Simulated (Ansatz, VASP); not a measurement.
One calculation of MoW3, two programs

```
CELL_PARAMETERS angstrom
4.62544 0.00000 0.00000
0.00000 4.62544 0.00000
0.00000 0.00000 3.27068
ATOMIC_POSITIONS crystal
Mo 0.00000 0.00000 0.50000
W 0.00000 0.50000 0.00000
W 0.50000 0.50000 0.50000
W 0.50000 0.00000 0.00000
```

Alike in both runs: task relaxation of cell and atoms; functional PBE; k mesh 4 × 4 × 6; occupations gaussian, width 0.1 eV; no spin polarisation.

|  | VASP | Ansatz |
| --- | --- | --- |
| version | VASP 6.6.1 | Ansatz 0.2.0 |
| potentials or method | VASP PAW PBE potentials, release 64 (Mo_sv, W_sv), cutoff 600 eV | scalar-relativistic, plane waves, PAW |
| valence electrons in the cell | 56 | 56 |

```csv
,VASP,Ansatz,Ansatz less VASP
"gap on the k mesh at the Fermi level, each at its own relaxed structure (eV)",none,none,-
relaxed volume (Å³/atom),16.08,16.06,-0.028
relaxed cell length with the largest relative difference (Å),3.192,3.188,-0.0047
```

A gap of «none» marks a metal or a gap that the smearing closes.

Spin-orbit coupling is off throughout.
